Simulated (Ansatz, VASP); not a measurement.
Two plane-wave programs on Sn

File INCAR:

```
SYSTEM = Sn
ALGO = Fast
EDIFF = 1E-7
ENCUT = 520
GGA = PE
ISIF = 2
ISMEAR = 0
LASPH = .TRUE.
LCHARG = .FALSE.
LREAL = .FALSE.
LWAVE = .FALSE.
NBANDS = 21
NELM = 100
PREC = Accurate
SIGMA = 0.1
```

File KPOINTS:

```
k-points
0
G
  14 14 14
  0 0 0
```

POSCAR

```
Sn
1.0
   -3.1666194746      3.1666194746      1.5785590421
    3.1666194746     -3.1666194746      1.5785590421
    3.1666194746      3.1666194746     -1.5785590421
Sn
2
Direct
    0.7500000000      0.2500000000      0.5000000000
    0.0000000000      0.0000000000      0.0000000000
```

Input for Ansatz:

```yaml
crystal:
  lattice:
    - [-3.1666194746, 3.1666194746, 1.5785590421]
    - [3.1666194746, -3.1666194746, 1.5785590421]
    - [3.1666194746, 3.1666194746, -1.5785590421]
  atoms:
    - { symbol: Sn, position: [0.75, 0.25, 0.5] }
    - { symbol: Sn, position: [0.0, 0.0, 0.0] }
basis:
  ecutwfc: 420
kpoints:
  mp_grid: { grid: [14, 14, 14] }
hamiltonian:
  xc: pbe
scf:
  occupations: { method: gaussian, width: 0.1 }
output:
  forces: true
  stress: true
  eigenvalues: true
```

Alike in both runs: task single point; functional PBE; k mesh 14 × 14 × 14; occupations gaussian, width 0.1 eV; no spin polarisation.

```csv
,VASP,Ansatz
version,VASP 6.6.1,Ansatz 0.2.0
potentials or method,"VASP PAW PBE potentials, release 64 (Sn_d), cutoff 520 eV","scalar-relativistic, plane waves, PAW"
valence electrons in the cell,28,28
```

VASP gave:

| Item | Value |
| --- | --- |
| gap on the k mesh at the Fermi level (eV) | none |
| pressure (GPa) | -3.7 |
| traceless stress, the component that is largest in VASP (GPa) | 2.20 |

**Question.** What did Ansatz give for the same quantities?

**Answer.** gap on the k mesh at the Fermi level (eV): none; pressure (GPa): -3.6; traceless stress, the component that is largest in VASP (GPa): 2.20.

A gap of «none» marks a metal or a gap that the smearing closes. The functional is the same, so the differences come from potentials, cutoffs and numerics.
